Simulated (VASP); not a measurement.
Here is a VASP 6.6.1 calculation.

POSCAR

```
Si
1.0
    0.0000000000      5.4437023800     -5.4437023800
    5.4437023800      5.4437023800      0.0000000000
    5.4437023800      0.0000000000     -5.4437023800
Si
15
Direct
   -0.2503306399      0.2501102017      0.2501102017
    0.1244938560      0.6255061835      0.1244938560
    0.6255061835      0.1244938560      0.1244938560
    0.6255061835      0.6255061835      0.1244938560
    0.1244938560      0.1244938560      0.6255061835
    0.1244938560      0.6255061835      0.6255061835
    0.6255061835      0.1244938560      0.6255061835
    0.6250000023      0.6250000023      0.6250000023
    0.2501102017      0.7496694740      0.2501102017
    0.2501102017      0.2501102017      0.2501102017
    0.7499032304      0.7499032304      0.2502903180
    0.2502903180      0.7499032304      0.7499032304
    0.2501102017      0.2501102017      0.7496694740
    0.7499032304      0.7499032304      0.7499032304
    0.7499032304      0.2502903180      0.7499032304
```

The input INCAR.step1:

```
  ALGO = Normal
  EDIFF = 1E-4
  ENCUT = 520
  GGA = PE
  ISMEAR = 0
  LASPH = True
  LCHARG = False
  LREAL = Auto
  LWAVE = True
  NBANDS = 43
  NELM = 80
  PREC = Accurate
  SIGMA = 0.02
```

Contents of INCAR.step2:

```
  ALGO = Normal
  EDIFF = 1E-7
  ENCUT = 520
  ISIF = 2
  ISMEAR = 0
  ISTART = 1
  LASPH = True
  LCHARG = True
  LELF = True
  LMIXTAU = True
  LREAL = Auto
  LVHAR = True
  LWAVE = False
  METAGGA = R2SCAN
  NBANDS = 43
  NELM = 80
  PREC = Accurate
  SIGMA = 0.02
```

The input KPOINTS:

```
k-points
0
Gamma
  2 2 2
```

Potentials or basis: VASP PAW PBE potentials, release 64 (Si).

The run is started by

```console
$ cat potpaw_PBE.64/Si/POTCAR > POTCAR
$ cp INCAR.step1 INCAR
$ mpirun -np 1 vasp_std > vasp.out
$ cp INCAR.step2 INCAR
$ mpirun -np 1 vasp_std > vasp.out
```

(1) Estimate the pressure.

(2) Estimate the band gap on the k mesh.

## Answers

(1) -1.6 GPa.

(2) zero (bands 30 and 31 overlap by 0.25 eV).

Caveat: the k points lie up to 0.50 Å⁻¹ apart; the PAW data sets were made with another functional, which shifts forces and pressure a little.
